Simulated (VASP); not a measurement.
A run of VASP 6.6.1 is set up as follows.

The input INCAR:

```
SYSTEM = MgO
PREC = Accurate
ENCUT = 520
EDIFF = 1E-6
ISMEAR = 0
SIGMA = 0.05
LREAL = .FALSE.
LASPH = .TRUE.
NELM = 80
ALGO = Normal
ISIF = 2
LWAVE = .FALSE.
LCHARG = .FALSE.
GGA = PE
NBANDS = 16
```

Contents of KPOINTS:

```
Automatic mesh
0
G
  9 9 6
  0 0 0
```

File POSCAR:

```
MgO
1.0
    3.6445625691      0.0000000000      0.0000000000
   -1.8222812846      3.1562837705      0.0000000000
    0.0000000000      0.0000000000      3.9426256573
Mg O
2 2
Direct
    0.6778828062      0.3333333333      0.7500000000
    0.3445494728      0.6666666667      0.2500000000
    0.6496275848      0.3333333333      0.2500000000
    0.3162942515      0.6666666667      0.7500000000
```

Potentials or basis: VASP PAW PBE potentials, release 64 (Mg, O).

Launch:

```bash
$ cat potpaw_PBE.64/Mg/POTCAR potpaw_PBE.64/O/POTCAR > POTCAR
$ mpirun -np 1 vasp_std > vasp.out
```

Q: Estimate the pressure.

A: 4.1 GPa.

Q: What does it give for the largest force?

A: 0.534 eV/Å.

Q: Predict the band gap on the k mesh.

A: 3.42 eV, direct.

Stress tensor (GPa, compression positive):
```
-2.12  0.00  0.00
 0.00 -2.96  0.00
 0.00  0.00 17.31
```

Caveat: the cell differs from its parent crystal (mode 8 frozen in at -0.060 Å, strain +e along z and -e/2 along x and y -0.0700).
